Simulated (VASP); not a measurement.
# LiSi16 (a cell with a defect) in VASP: a series of runs

The runs below take LiSi16 (a cell with a defect) through single point, with PBE+D3(BJ).

All numbers are computed with VASP 6.6.1; they aren't measurements. Logs are shortened: lines on timing, memory, paths and dates and some standing lists are left out, and cuts for length are marked.

### Step 1. The cell of the first run

The cell holds a defect, 17 atoms: a = 7.679 Å, b = 7.679 Å, c = 7.679 Å, α = 60.00°, β = 60.00°, γ = 60.00°.

### Step 2. Single point, PBE+D3(BJ)

File INCAR:

```
PREC = Accurate
ENCUT = 520
EDIFF = 1E-7
ISMEAR = 0
SIGMA = 0.02
LREAL = Auto
LASPH = True
NELM = 100
ALGO = Normal
ISIF = 2
LWAVE = False
LCHARG = False
GGA = PE
IVDW = 12
NELECT = 66.0
NBANDS = 48
```

File KPOINTS:

```
Automatic mesh
0
Gamma
  2 2 2
```

File POSCAR:

```
LiSi16
1.0
    0.0000000000      5.4300000000      5.4300000000
    5.4300000000      0.0000000000      5.4300000000
    5.4300000000      5.4300000000      0.0000000000
Si Li
16 1
Direct
    0.0021421490      0.0023524403     -0.0019185665
    0.1243820722      0.1245731698      0.1274798880
    0.0001852619      0.0003563232      0.5000476633
    0.1243712057      0.1245586789      0.6242244733
    0.0021832171      0.4984343257     -0.0018916844
    0.1320796178      0.6231105929      0.1227572731
    0.0021595760      0.4984154473      0.5019947194
    0.1243969379      0.6277881713      0.6242453555
    0.4982432199      0.0023869614     -0.0019010193
    0.6229024475      0.1323026276      0.1227477234
    0.4982281726      0.0023604925      0.5019855399
    0.6276171867      0.1245797462      0.6242371098
    0.5002401661      0.5004646739      0.0000619957
    0.6229594376      0.6231593907      0.1228017020
    0.4982601661      0.4984419007      0.5020219061
    0.6229209859      0.6231194114      0.6319026103
    0.7502535800      0.7504929462      0.2500643105
```

Potentials or basis: VASP PAW PBE potentials, release 64 (Si, Li_sv).

The run is started by

```console
$ cat potpaw_PBE.64/Si/POTCAR potpaw_PBE.64/Li_sv/POTCAR > POTCAR
$ mpirun -np 1 vasp_std > vasp.out
```

OUTCAR:

```text
PREC = Accurate
   ENCUT = 520
   EDIFF = 1E-7
   ISMEAR = 0
   LREAL = Auto
   LASPH = True
   NELM = 100
   ISIF = 2
   GGA = PE
   IVDW = 12
   NELECT = 66.0
 IVDW          = 12

 ion  position               nearest neighbor table
   1  0.002  0.002  0.998-   4 2.34   2 2.34  10 2.38   6 2.38  17 2.74
   2  0.124  0.125  0.127-   3 2.34   1 2.34   5 2.34   9 2.34
   3  0.000  0.000  0.500-   4 2.34   2 2.34  12 2.34   8 2.34
   4  0.124  0.125  0.624-   3 2.34   7 2.34  11 2.34   1 2.34
   5  0.002  0.498  0.998-   2 2.34   8 2.34   6 2.38  14 2.38  17 2.74
   6  0.132  0.623  0.123-  13 2.31   5 2.38   7 2.38   1 2.38  17 2.39
   7  0.002  0.498  0.502-   4 2.34   8 2.34   6 2.38  16 2.38  17 2.74
   8  0.124  0.628  0.624-   3 2.34   7 2.34   5 2.34  15 2.34
   9  0.498  0.002  0.998-   2 2.34  12 2.34  10 2.38  14 2.38  17 2.74
  10  0.623  0.132  0.123-  13 2.31   9 2.38  11 2.38   1 2.38  17 2.39
  11  0.498  0.002  0.502-   4 2.34  12 2.34  10 2.38  16 2.38  17 2.74
  12  0.628  0.125  0.624-   3 2.34  11 2.34   9 2.34  15 2.34
  13  0.500  0.500  0.000-  14 2.31  16 2.31   6 2.31  10 2.31
  14  0.623  0.623  0.123-  13 2.31  15 2.38   5 2.38   9 2.38  17 2.39
  15  0.498  0.498  0.502-  12 2.34   8 2.34  16 2.38  14 2.38  17 2.74
  16  0.623  0.623  0.632-  13 2.31  15 2.38   7 2.38  11 2.38  17 2.39
  17  0.750  0.750  0.250-  10 2.39   6 2.39  16 2.39  14 2.39   1 2.74  11 2.74   7 2.74   9 2.74
                             5 2.74  15 2.74

  LATTYP: Found a face centered cubic cell.
 ALAT       =    10.8600000000

  Lattice vectors:

 A1 = (   0.0000000000,   5.4300000000,   5.4300000000)
 A2 = (   5.4300000000,   0.0000000000,   5.4300000000)
 A3 = (   5.4300000000,   5.4300000000,   0.0000000000)

Analysis of symmetry for initial positions (statically):
=====================================================================
 Subroutine PRICEL returns:
 Original cell was already a primitive cell.

 Routine SETGRP: Setting up the symmetry group for a
 face centered cubic supercell.

 Subroutine GETGRP returns: Found  1 space group operations
 (whereof  1 operations were pure point group operations)
 out of a pool of 48 trial point group operations.

The static configuration has the point symmetry C_1 .

Analysis of symmetry for dynamics (positions and initial velocities):
=====================================================================
 Subroutine PRICEL returns:
 Original cell was already a primitive cell.

 Routine SETGRP: Setting up the symmetry group for a
 face centered cubic supercell.

 Subroutine GETGRP returns: Found  1 space group operations
[... 123 lines left out ...]
   ISYM   =      2    0-nonsym 1-usesym 2-fastsym
   POTIM  = 0.5000    time-step for ionic-motion
   TEBEG  =    0.0;   TEEND  =   0.0 temperature during run
   PSTRESS=    0.0 pullay stress
   NELECT =      66.0000    total number of electrons
   NUPDOWN=      -1.0000    fix difference up-down
   EMIN   =  10.00;   EMAX   =-10.00  energy-range for DOS
   EFERMI =   0.00;   METHOD = LEGACY
   ISMEAR =     0;   SIGMA  =   0.02  broadening in eV -4-tet -1-fermi 0-gaus
   EFERMI_NEDOS =   21; number of points for ismear=-14 and -15
   IALGO  =     38    algorithm
   IMIX   =      4    mixing-type and parameters
     AMIX     =   0.40;   BMIX     =  1.00
     AMIX_MAG =   1.60;   BMIX_MAG =  1.00
  volume/ion in A,a.u.               =      18.84       127.11
  Fermi-wavevector in a.u.,A,eV,Ry     =   0.967044  1.827449 12.723821  0.935174
  Thomas-Fermi vector in A             =   2.096897
   LORBIT       =      0    0 simple, 1 ext, 2 COOP (PROOUT), +10 PAW based schemes
   GGA     = PE    functional components
   LHFCALC =     F    Hartree Fock is set to
   AEXX    =    0.0000 exact exchange contribution
   IVDW    =    12    specifies the selected vdW correction
   LEPSILON=     F    determine dielectric tensor
   LRPA    =     F    only Hartree local field effects (RPA)
 non-spin polarized calculation
 Gauss-broadening in eV      SIGMA  =   0.02
  energy-cutoff  :      520.00
  volume of cell :      320.21
 maximum number of plane-waves:      8646
 NGX is ok and might be reduce to    60
   NGX = 29   NGY = 29   NGZ = 29

 number of electron      65.9999998 magnetization

 Free energy of the ion-electron system (eV)
  ---------------------------------------------------
  ext. energy  EPLUGINS =         0.00000000
  ---------------------------------------------------
  free energy    TOTEN  =       -93.51407230 eV

  energy without entropy =      -93.51407230  energy(sigma->0) =      -93.51407230

 E-fermi :   6.2286     XC(G=0):  -9.4409

 val. band max:        6.0413566538   @ k =   0.0000   0.0000   0.0000
 cond. band min:       6.6838771505   @ k =   0.0000   0.0000   0.0000
 fundamental gap:      0.6425204967
 Fermi energy:         6.2285777795

 k-point     1 :       0.0000    0.0000    0.0000
  band No.  band energies     occupation
      1     -40.3803      2.00000
      2      -5.9236      2.00000
      3      -3.6716      2.00000
      4      -3.6119      2.00000
      5      -3.6119      2.00000
      6      -3.6119      2.00000
[... 373 lines left out ...]
     44      10.3333      0.00000
     45      10.4007      0.00000
 [bands above 45 left out]

------------------------ aborting loop because EDIFF is reached ----------------------------------------

 Edisp (eV)   -5.45547

 E8    (eV) :    -2.2600

  FORCE on cell =-STRESS in cart. coord.  units (eV):
  Direction    XX          YY          ZZ          XY          YZ          ZX
  --------------------------------------------------------------------------------------
  -------------------------------------------------------------------------------------
  Total      -6.88273    -6.88055    -6.88482    -0.00168    -0.00033    -0.00099
  in kB     -34.43833   -34.42739   -34.44876    -0.00843    -0.00166    -0.00495
  external pressure =      -34.44 kB  Pullay stress =        0.00 kB

 VOLUME and BASIS-vectors are now :
 -----------------------------------------------------------------------------
  energy-cutoff  :      520.00
  volume of cell :      320.21
      direct lattice vectors                 reciprocal lattice vectors
     0.000000000  5.430000000  5.430000000    -0.092081031  0.092081031  0.092081031
     5.430000000  0.000000000  5.430000000     0.092081031 -0.092081031  0.092081031
     5.430000000  5.430000000  0.000000000     0.092081031  0.092081031 -0.092081031

 POSITION                                       TOTAL-FORCE (eV/Angst)
 -----------------------------------------------------------------------------------
      5.43236      5.43121      0.02441         0.000545      0.000727      0.000335
      1.36865      1.36761      1.35183        -0.000552     -0.000790      0.001542
      2.71719      2.71626      0.00294        -0.001084     -0.000768     -0.001470
      4.06589      4.06487      1.35169         0.002491      0.002431      0.002613
      8.12623      5.43158      2.71835         0.001870     -0.000353     -0.000224
      4.05006      1.38376      4.10068        -0.003403      0.003301      0.002840
[... 9 lines left out ...]
      6.81477      6.81369      6.76600         0.002836      0.002949     -0.003080
      5.43303      5.43173      8.14905        -0.001377     -0.000537     -0.001973
 -----------------------------------------------------------------------------------
    total drift:                               -0.002925     -0.000538     -0.002528

  FREE ENERGIE OF THE ION-ELECTRON SYSTEM (eV)
  ---------------------------------------------------
  free  energy   TOTEN  =       -98.9695432962 eV

  energy  without entropy=      -98.9695432962  energy(sigma->0) =      -98.96954330
```

Run time: 2.4 min. Hardware: 1 thread of Intel Xeon 6975P-C (Granite Rapids), shared host; peak memory 0.48 GiB.

What came out:

* Free energy: -98.9695 eV
* Largest force: 0.006 eV/Å
* Dispersion energy per atom: -0.321 eV

Forces on the atoms (eV/Å):
```
Si   0.001  0.001  0.000
Si  -0.001 -0.001  0.002
Si  -0.001 -0.001 -0.001
Si   0.002  0.002  0.003
Si   0.002  0.000  0.000
Si  -0.003  0.003  0.003
Si   0.001 -0.001  0.000
Si   0.000  0.001  0.000
Si   0.000  0.001  0.000
Si   0.003 -0.003  0.003
Si   0.000  0.001  0.001
Si   0.001 -0.001 -0.001
Si  -0.002 -0.001 -0.003
Si  -0.003 -0.003 -0.003
Si  -0.001 -0.001  0.002
Si   0.003  0.003 -0.003
Li  -0.001 -0.001 -0.002
```

Levels at points of the mesh, in eV from the Fermi level:
```tsv
k point	band 29	band 30	band 31	band 32	band 33	band 34	band 35	band 36	band 37	band 38
(0.00, 0.00, 0.00)	-1.32	-1.32	-0.19	-0.19	-0.19	0.46	0.46	0.46	0.53	0.53
(0.50, 0.00, 0.00)	-2.29	-1.00	-1.00	-0.91	-0.91	1.01	1.21	1.21	1.40	1.41
(0.00, 0.50, 0.00)	-2.29	-1.00	-1.00	-0.91	-0.91	1.01	1.21	1.21	1.41	1.41
(0.00, 0.00, 0.50)	-2.29	-1.00	-1.00	-0.91	-0.91	1.01	1.21	1.21	1.40	1.41
(0.50, 0.50, 0.50)	-2.29	-1.00	-1.00	-0.91	-0.91	1.01	1.21	1.21	1.40	1.41
(0.50, 0.50, 0.00)	-2.09	-1.55	-1.55	-1.50	-1.46	0.88	0.95	2.00	2.12	2.12
(0.00, 0.50, 0.50)	-2.09	-1.55	-1.55	-1.50	-1.46	0.88	0.95	2.01	2.12	2.12
(0.50, 0.00, 0.50)	-2.09	-1.55	-1.55	-1.50	-1.46	0.88	0.95	2.01	2.12	2.12
```

Caveat: the k points lie up to 0.50 Å⁻¹ apart; the cell carries a net charge on a neutralising background, which shifts energy and pressure; the cell is charged against a uniform background, so pressure and absolute levels hang on convention; the cutoff is under 1.25 times the usual one of these potentials, so pressure, stress and relaxed cells hold a basis-set (Pulay) error.

### Step 3. Single point, PBE+D3(BJ)

File INCAR:

```
  PREC = Accurate
  ENCUT = 520
  EDIFF = 1E-7
  ISMEAR = 0
  SIGMA = 0.02
  LREAL = Auto
  LASPH = T
  NELM = 100
  ALGO = Normal
  ISIF = 2
  LWAVE = F
  LCHARG = F
  GGA = PE
  IVDW = 12
  NELECT = 66.0
  NBANDS = 48
```

File KPOINTS:

```
regular mesh
0
Gamma
  2 2 2
```

File POSCAR:

```
LiSi16
1.0
    0.0000000000      5.4300000000      5.4300000000
    5.4300000000      0.0000000000      5.4300000000
    5.4300000000      5.4300000000      0.0000000000
Si Li
16 1
Direct
    0.0013321809     -0.0021310762      0.0004847828
    0.1236128482      0.1272626365      0.1226684456
   -0.0062110979      0.0025941465      0.5018980969
    0.1236176086      0.1272694547      0.6266263647
    0.0013233452      0.5011246876      0.0004563358
    0.1254922278      0.6253019718      0.1246799216
    0.0013282075      0.5011304718      0.4972492211
    0.1235993796      0.6233791759      0.6265922069
    0.5028401545      0.0026344008     -0.0072482110
    0.6274755967      0.1272814314      0.1227164170
    0.5028456957      0.0026412058      0.5019613730
    0.6256350694      0.1253876626      0.6245894904
    0.4980582190      0.5011376742      0.0004870810
    0.6274621591      0.6234020831      0.1226756257
    0.5028143833      0.4935436067      0.5019105559
    0.6274679274      0.6234082066      0.6266297979
    0.3756692751      0.8754087301      0.3745677349
```

Potentials or basis: VASP PAW PBE potentials, release 64 (Si, Li_sv).

The run is started by

```console
$ cat potpaw_PBE.64/Si/POTCAR potpaw_PBE.64/Li_sv/POTCAR > POTCAR
$ mpirun -np 1 vasp_std > vasp.out
```

It took 2.2 min on 1 thread of Intel Xeon 6975P-C (Granite Rapids), shared host; peak memory 0.47 GiB.

Results (log left out):

```
Free energy                : -98.9695 eV
Largest force              : 0.006 eV/Å
Dispersion energy per atom : -0.321 eV
```

Forces in eV/Å, atoms in the order of the input:
```
Si   0.000  0.000  0.001
Si   0.000  0.000  0.001
Si   0.003 -0.004 -0.004
Si   0.001  0.000  0.001
Si   0.000  0.000  0.000
Si   0.000 -0.001 -0.003
Si   0.001  0.000  0.000
Si   0.000  0.000  0.001
Si  -0.003 -0.003  0.004
Si   0.000  0.000  0.003
Si   0.003  0.003  0.004
Si   0.000 -0.001 -0.005
Si   0.000  0.000  0.001
Si  -0.001  0.001  0.001
Si  -0.004  0.004 -0.004
Si   0.000  0.001  0.001
Li   0.000  0.000 -0.001
```

Levels at points of the mesh, in eV from the Fermi level:
```tsv
k point	band 29	band 30	band 31	band 32	band 33	band 34	band 35	band 36	band 37	band 38
(0.00, 0.00, 0.00)	-1.32	-1.32	-0.19	-0.19	-0.19	0.46	0.46	0.46	0.53	0.53
(0.50, 0.00, 0.00)	-2.29	-1.00	-1.00	-0.91	-0.91	1.01	1.21	1.21	1.40	1.41
(0.00, 0.50, 0.00)	-2.29	-1.00	-1.00	-0.91	-0.91	1.01	1.21	1.21	1.40	1.41
(0.00, 0.00, 0.50)	-2.29	-1.00	-1.00	-0.91	-0.91	1.01	1.21	1.21	1.40	1.41
(0.50, 0.50, 0.50)	-2.29	-1.00	-1.00	-0.91	-0.91	1.01	1.21	1.21	1.40	1.41
(0.50, 0.50, 0.00)	-2.09	-1.55	-1.55	-1.50	-1.46	0.88	0.95	2.00	2.12	2.12
(0.00, 0.50, 0.50)	-2.09	-1.55	-1.55	-1.50	-1.46	0.88	0.95	2.00	2.12	2.12
(0.50, 0.00, 0.50)	-2.09	-1.55	-1.55	-1.50	-1.46	0.88	0.95	2.00	2.12	2.12
```

Caveat: the k points lie up to 0.50 Å⁻¹ apart; the cell carries a net charge on a neutralising background, which shifts energy and pressure; the cell is charged against a uniform background, so pressure and absolute levels hang on convention; the cutoff is under 1.25 times the usual one of these potentials, so pressure, stress and relaxed cells hold a basis-set (Pulay) error.

### Step 4. Single point, PBE+D3(BJ)

File INCAR:

```
SYSTEM = LiSi16
ALGO = Normal
EDIFF = 1E-6
ENCUT = 520
GGA = PE
ISIF = 2
ISMEAR = 0
IVDW = 12
LASPH = .TRUE.
LCHARG = .TRUE.
LELF = .TRUE.
LREAL = Auto
LVHAR = .TRUE.
LWAVE = .FALSE.
NBANDS = 48
NELECT = 66.0
NELM = 100
PREC = Accurate
SIGMA = 0.02
```

File KPOINTS:

```
k-points
0
G
  2 2 2
  0 0 0
```

File POSCAR:

```
LiSi16
1.0
    0.0000000000      5.4300000000      5.4300000000
    5.4300000000      0.0000000000      5.4300000000
    5.4300000000      5.4300000000      0.0000000000
Si Li
16 1
Direct
    0.0021421731      0.0023524862     -0.0019186004
    0.1243820442      0.1245732044      0.1274798343
    0.0001852670      0.0003563536      0.5000476980
    0.1243711786      0.1245586556      0.6242245856
    0.0021831492      0.4984343462     -0.0018916206
    0.1320796501      0.6231105893      0.1227571823
    0.0021595764      0.4984153775      0.5019947514
    0.1243969613      0.6277881215      0.6242453959
    0.4982431860      0.0023870166     -0.0019010129
    0.6229024862      0.1323026703      0.1227476059
    0.4982280847      0.0023604972      0.5019855433
    0.6276171271      0.1245797422      0.6242372007
    0.5002401473      0.5004646409      0.0000620626
    0.6229593923      0.6231593923      0.1228017495
    0.4982602210      0.4984418048      0.5020219153
    0.6229209024      0.6231194291      0.6319026703
    0.7502535912      0.7504930018      0.2500642726
```

The run is started by

```console
$ cat potpaw_PBE.64/Si/POTCAR potpaw_PBE.64/Li_sv/POTCAR > POTCAR
$ mpirun -np 1 vasp_std > vasp.out
```

Run time: 2 min. Hardware: 1 thread of Intel Xeon 6975P-C (Granite Rapids), shared host; peak memory 0.48 GiB.

Results (log left out):

```yaml
Free_energy: -98.9695 eV
Largest_force: 0.006 eV/Å
Dispersion_energy_per_atom: -0.321 eV
```

Forces on the atoms (eV/Å):
```
Si   0.001  0.001  0.000
Si  -0.001 -0.001  0.002
Si  -0.001 -0.001 -0.001
Si   0.002  0.002  0.003
Si   0.002  0.000  0.000
Si  -0.003  0.003  0.003
Si   0.001 -0.001  0.000
Si   0.000  0.001  0.000
Si   0.000  0.001  0.000
Si   0.003 -0.003  0.003
Si   0.000  0.001  0.001
Si   0.001 -0.001 -0.001
Si  -0.002 -0.001 -0.003
Si  -0.003 -0.003 -0.003
Si  -0.001 -0.001  0.002
Si   0.003  0.003 -0.003
Li  -0.001 -0.001 -0.002
```

Levels at points of the mesh, in eV from the Fermi level:
```
           k point  band 30  band 31  band 32  band 33  band 34  band 35  band 36  band 37
(0.00, 0.00, 0.00)    -1.32    -0.19    -0.19    -0.19     0.45     0.45     0.45     0.53
(0.50, 0.00, 0.00)    -1.01    -1.01    -0.91    -0.91     1.01     1.21     1.21     1.40
(0.00, 0.50, 0.00)    -1.01    -1.01    -0.91    -0.91     1.01     1.21     1.21     1.40
(0.00, 0.00, 0.50)    -1.01    -1.01    -0.91    -0.91     1.01     1.21     1.21     1.40
(0.50, 0.50, 0.50)    -1.01    -1.01    -0.91    -0.91     1.01     1.21     1.21     1.40
(0.50, 0.50, 0.00)    -1.55    -1.55    -1.50    -1.46     0.88     0.94     2.00     2.12
(0.00, 0.50, 0.50)    -1.55    -1.55    -1.50    -1.46     0.88     0.94     2.00     2.12
(0.50, 0.00, 0.50)    -1.55    -1.55    -1.50    -1.46     0.88     0.94     2.00     2.12
```

Caveat: the k points lie up to 0.50 Å⁻¹ apart; the cell carries a net charge on a neutralising background, which shifts energy and pressure; the cell is charged against a uniform background, so pressure and absolute levels hang on convention; the cutoff is under 1.25 times the usual one of these potentials, so pressure, stress and relaxed cells hold a basis-set (Pulay) error.

(Part 1 of 2 ends here.)
